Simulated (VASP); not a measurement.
Write the native input for VASP 6.6.1 that does the following.

```
Task                   : single point
Functional             : PBE
Potentials or basis    : VASP PAW PBE potentials, release 64 (Ge_d, Te, S)
Cutoff                 : 520 eV
k mesh                 : 4 × 4 × 4
Occupations            : gaussian, width 0.1 eV
Spin                   : no spin polarisation
Dipole correction      : no
Further INCAR settings : ALGO = Normal; EDIFF = 1e-06; NBANDS = 39
```

The structure of Ge3Te2S lies in POSCAR:

```
Ge3Te2S
1.0
    3.6278527500     -3.9421046000      0.0000000000
    3.6278527500      3.9421046000      0.0000000000
    0.0000000000      0.0000000000      6.2603115400
Ge Te S
3 2 1
Direct
    0.5000000000      0.5000000000      0.0000000000
    0.2757364200      0.7242635800      0.5000000000
    0.7242635800      0.2757364200      0.5000000000
    0.0000000000      0.0000000000      0.5000000000
    0.0000000000      0.0000000000      0.0000000000
    0.5000000000      0.5000000000      0.5000000000
```

The cell was built from a structure type or drawn by symmetry, and may not be a known phase.

One way to write it, as run:

INCAR

```
SYSTEM = Ge3Te2S
ALGO = Normal ; EDIFF = 1E-6
ENCUT = 520 ; GGA = PE
ISIF = 2 ; ISMEAR = 0
LASPH = .TRUE. ; LCHARG = .FALSE.
LREAL = .FALSE. ; LWAVE = .FALSE.
NBANDS = 39 ; NELM = 100
PREC = Accurate ; SIGMA = 0.1
```

KPOINTS

```
k-points
0
G
  4 4 4
  0 0 0
```

Potentials or basis: VASP PAW PBE potentials, release 64 (Ge_d, Te, S).

Command:

```bash
$ cat potpaw_PBE.64/Ge_d/POTCAR potpaw_PBE.64/Te/POTCAR potpaw_PBE.64/S/POTCAR > POTCAR
$ mpirun -np 1 vasp_std > vasp.out
```

Results of the run:

```json
{
 "Pressure": "23.9 GPa",
 "Largest force": "6.266 eV/Å",
 "Band gap on the k mesh": "zero (bands 30 and 31 overlap by 1.34 eV)"
}
```

Caveat: the cell stands under pressure; spin-orbit coupling is left out, which moves the levels of the heavy elements; forces of over 1 eV/Å act on the atoms, so gaps and moduli don't describe the material at rest.

Wall time 64 s on 1 thread of Intel(R) Xeon(R) 6975P-C (Granite Rapids) (shared host), peak memory 0.33 GiB.
